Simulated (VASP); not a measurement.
# Mg3CdSe4 (I4/mmm) in VASP: single point with PBE

Aim: the single point of Mg3CdSe4 with PBE.

Program: VASP 6.6.1. These are calculated values, not measurements. Logs are shortened: lines on timing, memory, paths and dates and some standing lists are left out, and cuts for length are marked.

### Step 1. The cell of the first run

It takes space group I4/mmm (No. 139, tetragonal). The conventional cell has a = 5.572 Å, b = 5.572 Å, c = 11.166 Å, α = 90.00°, β = 90.00°, γ = 90.00°. Mg (site symmetry -4m2) has 6 Se at 2.79 Å within 3.7 Å. Mg (site symmetry 4/mmm) has 6 Se at 2.72 to 2.79 Å within 3.6 Å. Within 3.7 Å of Cd (site symmetry 4/mmm) lie 6 Se at 2.79 to 2.86 Å. Within 3.7 Å of Se (site symmetry mmm) lie 4 Mg at 2.79 Å and 2 Cd at 2.79 Å. Within 3.6 Å of Se (site symmetry 4mm) lie 5 Mg at 2.72 to 2.79 Å and 1 Cd at 2.86 Å.

### Step 2. Single point, PBE

Contents of INCAR:

```
SYSTEM = Mg3CdSe4
PREC = Accurate ; ENCUT = 520
EDIFF = 1E-6 ; ISMEAR = 0
SIGMA = 0.01 ; LREAL = .False.
LASPH = .True. ; NELM = 60
ALGO = Normal ; ISIF = 2
LWAVE = .False. ; LCHARG = .True.
GGA = PE ; LELF = .True.
LVHAR = .True. ; NBANDS = 31
```

Contents of KPOINTS:

```
Automatic mesh
0
Gamma
  10 10 10
  0 0 0
```

Contents of POSCAR:

```
Mg3CdSe4
1.0
   -2.7861315374      2.7861315374      5.5832264068
    2.7861315374     -2.7861315374      5.5832264068
    2.7861315374      2.7861315374     -5.5832264068
Mg Cd Se
3 1 4
Direct
    0.7500000000      0.2500000000      0.5000000000
    0.2500000000      0.7500000000      0.5000000000
    0.0000000000      0.0000000000      0.0000000000
    0.5000000000      0.5000000000      0.0000000000
    0.0000000000      0.5000000000      0.5000000000
    0.7562584191      0.7562584191      0.0000000000
    0.5000000000      0.0000000000      0.5000000000
    0.2437415809      0.2437415809      0.0000000000
```

Potentials or basis: VASP PAW PBE potentials, release 64 (Mg, Cd, Se).

Run with:

```console
$ cat potpaw_PBE.64/Mg/POTCAR potpaw_PBE.64/Cd/POTCAR potpaw_PBE.64/Se/POTCAR > POTCAR
$ mpirun -np 1 vasp_std > vasp.out
```

OUTCAR:

```text
SYSTEM = Mg3CdSe4
   PREC = Accurate
   ENCUT = 520
   EDIFF = 1E-6
   ISMEAR = 0
   LREAL = .False.
   LASPH = .True.
   NELM = 60
   ISIF = 2
   GGA = PE

 ion  position               nearest neighbor table
   1  0.750  0.250  0.500-   6 2.79   8 2.79   6 2.79   8 2.79   7 2.79   5 2.79
   2  0.250  0.750  0.500-   6 2.79   8 2.79   6 2.79   8 2.79   7 2.79   5 2.79
   3  0.000  0.000  0.000-   6 2.72   8 2.72   7 2.79   5 2.79   5 2.79   7 2.79
   4  0.500  0.500  0.000-   5 2.79   7 2.79   7 2.79   5 2.79   6 2.86   8 2.86
   5  0.000  0.500  0.500-   3 2.79   4 2.79   3 2.79   4 2.79   1 2.79   2 2.79
   6  0.756  0.756  0.000-   3 2.72   2 2.79   1 2.79   1 2.79   2 2.79   4 2.86
   7  0.500  0.000  0.500-   3 2.79   4 2.79   4 2.79   3 2.79   1 2.79   2 2.79
   8  0.244  0.244  0.000-   3 2.72   2 2.79   1 2.79   1 2.79   2 2.79   4 2.86

  LATTYP: Found a body centered tetragonal cell.
 ALAT       =     5.5722630748
 C/A-ratio  =     2.0039349657

  Lattice vectors:

 A1 = (  -2.7861315374,   2.7861315374,   5.5832264068)
 A2 = (   2.7861315374,  -2.7861315374,   5.5832264068)
 A3 = (   2.7861315374,   2.7861315374,  -5.5832264068)

Analysis of symmetry for initial positions (statically):
=====================================================================
 Subroutine PRICEL returns:
 Original cell was already a primitive cell.

 Routine SETGRP: Setting up the symmetry group for a
 body centered tetragonal supercell.

 Subroutine GETGRP returns: Found 16 space group operations
 (whereof 16 operations were pure point group operations)
 out of a pool of 16 trial point group operations.

The static configuration has the point symmetry D_4h.

Analysis of symmetry for dynamics (positions and initial velocities):
=====================================================================
 Subroutine PRICEL returns:
 Original cell was already a primitive cell.

 Routine SETGRP: Setting up the symmetry group for a
 body centered tetragonal supercell.

 Subroutine GETGRP returns: Found 16 space group operations
 (whereof 16 operations were pure point group operations)
 out of a pool of 16 trial point group operations.

The dynamic configuration has the point symmetry D_4h.

 Subroutine INISYM returns: Found 16 space group operations
 (whereof 16 operations are pure point group operations),
 and found     1 'primitive' translations

----------------------------------------------------------------------------------------

                                     Primitive cell

  volume of cell :     173.3598

  direct lattice vectors                    reciprocal lattice vectors
    -2.786131537  2.786131537  5.583226407     0.000000000  0.179460299  0.089553954
     2.786131537 -2.786131537  5.583226407     0.179460299  0.000000000  0.089553954
     2.786131537  2.786131537 -5.583226407     0.179460299  0.179460299  0.000000000

  length of vectors
     6.833555077  6.833555077  6.833555077     0.200563979  0.200563979  0.253795189

  position of ions in fractional coordinates (direct lattice)
     0.750000000  0.250000000  0.500000000
     0.250000000  0.750000000  0.500000000
     0.000000000  0.000000000  0.000000000
     0.500000000  0.500000000  0.000000000
     0.000000000  0.500000000  0.500000000
     0.756258419  0.756258419  0.000000000
     0.500000000  0.000000000  0.500000000
     0.243741581  0.243741581  0.000000000

  ion indices of the primitive-cell ions
   primitive index   ion index
                 1           1
                 2           2
                 3           3
                 4           4
                 5           5
                 6           6
                 7           7
                 8           8

----------------------------------------------------------------------------------------

 KPOINTS: Automatic mesh

Automatic generation of k-mesh.
 Grid dimensions read from file:
 generate k-points for:   10   10   10

 Generating k-lattice:

  Cartesian coordinates                     Fractional coordinates (reciprocal lattice)
     0.000000000  0.017946030  0.008955395     0.100000000 -0.000000000  0.000000000
     0.017946030  0.000000000  0.008955395    -0.000000000  0.100000000  0.000000000
     0.017946030  0.017946030  0.000000000     0.000000000  0.000000000  0.100000000

  Length of vectors
     0.020056398  0.020056398  0.025379519

  Shift w.r.t. Gamma in fractional coordinates (k-lattice)
     0.000000000  0.000000000  0.000000000

 Subroutine IBZKPT returns following result:
 ===========================================

 Found    102 irreducible k-points:

 Following reciprocal coordinates:
            Coordinates               Weight
  0.000000  0.000000  0.000000      1.000000
  0.100000  0.000000  0.000000      8.000000
  0.200000  0.000000  0.000000      8.000000
  0.300000 -0.000000  0.000000      8.000000
  0.400000  0.000000 -0.000000      8.000000
  0.500000  0.000000  0.000000      4.000000
[... 16 lines left out ...]
  0.300000  0.300000  0.000000      8.000000
  0.400000  0.300000 -0.000000     16.000000
 [... further k-points ...]
   k-points           NKPTS =    102   k-points in BZ     NKDIM =    102   number of bands    NBANDS=     31
   number of dos      NEDOS =    301   number of ions     NIONS =      8
   total plane-waves  NPLWV = 157464
   dimension x,y,z NGX =    54 NGY =   54 NGZ =   54
   dimension x,y,z NGXF=   108 NGYF=  108 NGZF=  108
   ions per type =               3   1   4
   NGX,Y,Z   is equivalent  to a cutoff of  13.14, 13.14, 13.14 a.u.
   NGXF,Y,Z  is equivalent  to a cutoff of  26.27, 26.27, 26.27 a.u.
 SYSTEM =  Mg3CdSe4
   PREC   = accura    normal or accurate (medium, high low for compatibility)
   ISTART =      0    job   : 0-new  1-cont  2-samecut
   ICHARG =      2    charge: 1-file 2-atom 10-const
   ISPIN  =      1    spin polarized calculation?
   LNONCOLLINEAR =      F non collinear calculations
   LSORBIT =      F    spin-orbit coupling
   LASPH  =      T    aspherical Exc in radial PAW
   ENCUT  =  520.0 eV  38.22 Ry    6.18 a.u.  12.71 12.71 12.71*2*pi/ulx,y,z
   NELM   =     60;   NELMIN=  2; NELMDL= -5     # of ELM steps
   EDIFF  = 0.1E-05   stopping-criterion for ELM
   LREAL  =      F    real-space projection
   EDIFFG = 0.1E-04   stopping-criterion for IOM
   NSW    =      0    number of steps for IOM
   IBRION =     -1    ionic relax: 0-MD 1-quasi-New 2-CG
   NFREE  =      0    steps in history (QN), initial steepest desc. (CG)
   ISIF   =      2    stress and relaxation
   ISYM   =      2    0-nonsym 1-usesym 2-fastsym
   POTIM  = 0.5000    time-step for ionic-motion
   TEBEG  =    0.0;   TEEND  =   0.0 temperature during run
   PSTRESS=    0.0 pullay stress
   NELECT =      42.0000    total number of electrons
   NUPDOWN=      -1.0000    fix difference up-down
   EMIN   =  10.00;   EMAX   =-10.00  energy-range for DOS
   EFERMI =   0.00;   METHOD = LEGACY
   ISMEAR =     0;   SIGMA  =   0.01  broadening in eV -4-tet -1-fermi 0-gaus
   EFERMI_NEDOS =   21; number of points for ismear=-14 and -15
   IALGO  =     38    algorithm
   IMIX   =      4    mixing-type and parameters
     AMIX     =   0.40;   BMIX     =  1.00
     AMIX_MAG =   1.60;   BMIX_MAG =  1.00
  volume/ion in A,a.u.               =      21.67       146.24
  Fermi-wavevector in a.u.,A,eV,Ry     =   1.020568  1.928593 14.171260  1.041558
  Thomas-Fermi vector in A             =   2.154144
   LORBIT       =      0    0 simple, 1 ext, 2 COOP (PROOUT), +10 PAW based schemes
   GGA     = PE    functional components
   LHFCALC =     F    Hartree Fock is set to
   AEXX    =    0.0000 exact exchange contribution
   IVDW    =     0    specifies the selected vdW correction
   LEPSILON=     F    determine dielectric tensor
   LRPA    =     F    only Hartree local field effects (RPA)
 non-spin polarized calculation
 Gauss-broadening in eV      SIGMA  =   0.01
  energy-cutoff  :      520.00
  volume of cell :      173.36
 maximum number of plane-waves:      4725
 NGX is ok and might be reduce to    54
   NGX = 25   NGY = 25   NGZ = 25

 number of electron      42.0000002 magnetization

 Free energy of the ion-electron system (eV)
  ---------------------------------------------------
  ext. energy  EPLUGINS =         0.00000000
  ---------------------------------------------------
  free energy    TOTEN  =       -27.55751510 eV

  energy without entropy =      -27.55751510  energy(sigma->0) =      -27.55751510

 E-fermi :   3.1115     XC(G=0):  -9.5244

 val. band max:        3.0634413594   @ k =   0.5000   0.5000   0.0000
 cond. band min:       3.3326398647   @ k =   0.5000   0.5000   0.5000
 fundamental gap:      0.2691985052
 Fermi energy:         3.1114648582

 k-point     1 :       0.0000    0.0000    0.0000
  band No.  band energies     occupation
      1     -10.0276      2.00000
      2      -8.9384      2.00000
      3      -8.8685      2.00000
      4      -8.6884      2.00000
      5      -4.9395      2.00000
      6      -4.9395      2.00000
[... 23 lines left out ...]
     30      10.0518      0.00000
     31      10.1789      0.00000

 k-point     2 :       0.1000    0.0000    0.0000
  band No.  band energies     occupation
      1      -9.9945      2.00000
      2      -8.9450      2.00000
      3      -8.8707      2.00000
      4      -8.7052      2.00000
      5      -4.9422      2.00000
      6      -4.9389      2.00000
[... 23 lines left out ...]
     30      10.1043      0.00000
     31      10.2076      0.00000

 k-point     3 :       0.2000    0.0000    0.0000
  band No.  band energies     occupation
      1      -9.8982      2.00000
      2      -8.9719      2.00000
      3      -8.8762      2.00000
      4      -8.7502      2.00000
      5      -4.9507      2.00000
      6      -4.9399      2.00000
[... 23 lines left out ...]
     30       9.8164      0.00000
     31      10.4012      0.00000

 k-point     4 :       0.3000   -0.0000    0.0000
  band No.  band energies     occupation
      1      -9.7480      2.00000
      2      -9.0367      2.00000
      3      -8.9012      2.00000
      4      -8.7888      2.00000
      5      -5.0262      2.00000
      6      -4.9549      2.00000
[... 23 lines left out ...]
     30       9.5465      0.00000
     31       9.5808      0.00000

 k-point     5 :       0.4000    0.0000   -0.0000
  band No.  band energies     occupation
      1      -9.5601      2.00000
      2      -9.1682      2.00000
      3      -8.9358      2.00000
      4      -8.7939      2.00000
      5      -5.1379      2.00000
      6      -4.9633      2.00000
[... 23 lines left out ...]
     30       9.1590      0.00000
     31       9.4429      0.00000
[... 542 lines left out ...]
     30       9.5361      0.00000
     31      10.0847      0.00000

 k-point    22 :      -0.2000    0.2000    0.0000
  band No.  band energies     occupation
      1      -9.8223      2.00000
      2      -8.9749      2.00000
      3      -8.8368      2.00000
      4      -8.7989      2.00000
      5      -4.9548      2.00000
      6      -4.9526      2.00000
[... 23 lines left out ...]
     30      10.3413      0.00000
     31      10.5367      0.00000

 k-point    23 :       0.3000    0.3000    0.0000
  band No.  band energies     occupation
      1      -9.4260      2.00000
      2      -9.0312      2.00000
      3      -9.0046      2.00000
      4      -8.9184      2.00000
      5      -5.0822      2.00000
      6      -5.0161      2.00000
[... 23 lines left out ...]
     30       9.3411      0.00000
     31      10.0079      0.00000

 k-point    24 :       0.4000    0.3000   -0.0000
  band No.  band energies     occupation
      1      -9.2664      2.00000
      2      -9.1291      2.00000
      3      -9.0064      2.00000
      4      -8.9253      2.00000
      5      -5.1714      2.00000
      6      -5.0301      2.00000
[... 23 lines left out ...]
     30       9.0967      0.00000
     31       9.5076      0.00000

 [... further k-points ...]

------------------------ aborting loop because EDIFF is reached ----------------------------------------

  FORCE on cell =-STRESS in cart. coord.  units (eV):
  Direction    XX          YY          ZZ          XY          YZ          ZX
  --------------------------------------------------------------------------------------
  -------------------------------------------------------------------------------------
  Total        0.0606057      0.0606057      0.0363305      0.0000000     -0.0000000     -0.0000000
  in kB        0.5601125      0.5601125      0.3357636      0.0000000     -0.0000000     -0.0000000
  external PRESSURE =       0.4853295 kB  Pullay stress =       0.0000000 kB

 VOLUME and BASIS-vectors are now :
 -----------------------------------------------------------------------------
  energy-cutoff  :      520.00
  volume of cell :      173.36
      direct lattice vectors                 reciprocal lattice vectors
    -2.786131537  2.786131537  5.583226407     0.000000000  0.179460299  0.089553954
     2.786131537 -2.786131537  5.583226407     0.179460299  0.000000000  0.089553954
     2.786131537  2.786131537 -5.583226407     0.179460299  0.179460299  0.000000000

 POSITION                                       TOTAL-FORCE (eV/Angst)
 -----------------------------------------------------------------------------------
     -0.00000      2.78613      2.79161        -0.000000     -0.000000     -0.000000
      2.78613     -0.00000      2.79161        -0.000000     -0.000000     -0.000000
      0.00000      0.00000      0.00000        -0.000000     -0.000000     -0.000000
      0.00000      0.00000      5.58323        -0.000000     -0.000000     -0.000000
      2.78613      0.00000      0.00000        -0.000000     -0.000000     -0.000000
      0.00000      0.00000      8.44472         0.000000      0.000000      0.030363
      0.00000      2.78613      0.00000        -0.000000     -0.000000     -0.000000
      0.00000      0.00000      2.72173         0.000000      0.000000     -0.030363
 -----------------------------------------------------------------------------------
    total drift:                                0.000000     -0.000000     -0.000000

  FREE ENERGIE OF THE ION-ELECTRON SYSTEM (eV)
  ---------------------------------------------------
  free  energy   TOTEN  =       -27.5575151031 eV

  energy  without entropy=      -27.5575151031  energy(sigma->0) =      -27.55751510
```

Wall time 21 min (1 thread of Intel Xeon 8259CL, shared host); peak memory 0.78 GiB.

Results:

```
Free energy            : -27.5575 eV
Pressure               : 0.0 GPa
Largest force          : 0.030 eV/Å
Band gap on the k mesh : 0.27 eV (least direct gap 0.99 eV)
```

Forces in eV/Å, atoms in the order of the input:
```
Mg   0.000  0.000  0.000
Mg   0.000  0.000  0.000
Mg   0.000  0.000  0.000
Cd   0.000  0.000  0.000
Se   0.000  0.000  0.000
Se   0.000  0.000  0.030
Se   0.000  0.000  0.000
Se   0.000  0.000 -0.030
```

Levels at points of the mesh, in eV from the valence-band top:
```tsv
k point	band 17	band 18	band 19	band 20	band 21	band 22	band 23	band 24	band 25	band 26
(0.00, 0.00, 0.00)	-2.10	-2.10	-0.46	-0.46	-0.46	0.54	1.61	3.73	3.84	4.09
(0.50, 0.00, 0.00)	-1.80	-1.77	-1.64	-1.06	-0.72	3.37	3.74	4.17	4.18	5.48
(0.50, 0.50, 0.00)	-0.96	-0.92	-0.86	-0.48	0.00	3.25	3.27	4.14	4.20	5.45
(0.50, 0.50, 0.50)	-2.07	-1.44	-1.44	-1.32	-1.32	0.27	1.27	3.24	3.38	4.13
```
